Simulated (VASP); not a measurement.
A run of VASP 6.6.1:

Contents of INCAR:

```
  PREC = Accurate
  ENCUT = 600
  EDIFF = 1E-6
  ISMEAR = 0
  SIGMA = 0.1
  LREAL = F
  LASPH = T
  NELM = 60
  ALGO = Fast
  ISIF = 3
  LWAVE = F
  LCHARG = F
  GGA = PS
  IBRION = 2
  NSW = 70
  EDIFFG = -0.008
  PSTRESS = 300.0
```

File KPOINTS:

```
Automatic mesh
0
Gamma
  16 16 10
```

POSCAR

```
TiNb
1.0
    1.5282697964     -2.1957488132      0.0000000000
    1.5282697964      2.1957488132      0.0000000000
    0.0000000000      0.0000000000      4.3120003632
Ti Nb
1 1
Direct
    0.5000000000      0.5000000000      0.5000000000
    0.0000000000      0.0000000000      0.0000000000
```

Potentials or basis: VASP PAW PBE potentials, release 64 (Ti_sv, Nb_sv).

Command:

```sh
$ cat potpaw_PBE.64/Ti_sv/POTCAR potpaw_PBE.64/Nb_sv/POTCAR > POTCAR
$ mpirun -np 1 vasp_std > vasp.out
```

Hardware: 1 thread of AMD EPYC 7R13 Processor (Zen 3), with other jobs on the host.

Q: How long does it take, and how much memory?

A: Wall time 47 min on 1 thread of AMD EPYC 7R13 Processor (Zen 3) (shared host), peak memory 0.38 GiB. Counts: scf iterations 169, k points 438, ion steps 12.
